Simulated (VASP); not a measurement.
Write the native input for VASP 6.6.1 that does the following.

```yaml
Task: single point
Functional: PBE
Potentials_or_basis: VASP PAW PBE potentials, release 64 (Au, C)
Cutoff: 520 eV
k_mesh: 9 × 9 × 1
Occupations: gaussian, width 0.1 eV
Spin: no spin polarisation
Dipole_correction: yes
Further_INCAR_settings: ALGO = Normal; EDIFF = 1e-07; NBANDS = 26
```

The structure of Au3C lies in POSCAR:

```
Au3C
1.0
    2.9402049748      0.0000000000      0.0000000000
   -1.4701024874      2.5462922005      0.0000000000
    0.0000000000      0.0000000000     21.8974947720
Au C
3 1
Direct
    0.6666666667      0.3333333333      0.1826692981
    0.3333333333      0.6666666667      0.2945190844
    0.0000000000      0.0000000000      0.4063247812
    0.6666666667     -0.6666666667      0.4771091342
```

The input as run:

INCAR

```
PREC     = Accurate       # precision mode
ENCUT    = 520            # plane-wave cutoff, eV
EDIFF    = 1E-7           # SCF threshold, eV
ISMEAR   = 0              # smearing method
SIGMA    = 0.1            # smearing width, eV
LREAL    = False          # projectors in reciprocal space
LASPH    = True           # aspherical terms in the spheres
NELM     = 80             # most SCF steps
ALGO     = Normal         # electronic algorithm
ISIF     = 2              # what is computed and relaxed
LWAVE    = False          # write WAVECAR
LCHARG   = False          # write CHGCAR
LDIPOL   = True         
IDIPOL   = 3            
DIPOL    = 0.5 0.5 0.340
GGA      = PE             # functional
NBANDS   = 26             # bands
```

KPOINTS

```
regular mesh
0
Gamma
  9 9 1
```

Potentials or basis: VASP PAW PBE potentials, release 64 (Au, C).

Launch:

```bash
$ cat potpaw_PBE.64/Au/POTCAR potpaw_PBE.64/C/POTCAR > POTCAR
$ mpirun -np 1 vasp_std > vasp.out
```

It gave:

```json
{
  "Largest force": "1.628 eV/Å",
  "Band gap on the k mesh": "zero (an odd number of electrons rules out a gap without spin polarisation)"
}
```

Caveat: spin-orbit coupling is left out, which moves the levels of the heavy elements.

It took 92 s on 1 thread of Intel(R) Xeon(R) Platinum 8259CL CPU @ 2.50GHz (Skylake/Cascade Lake), with other jobs on the host, peak memory 0.3 GiB.
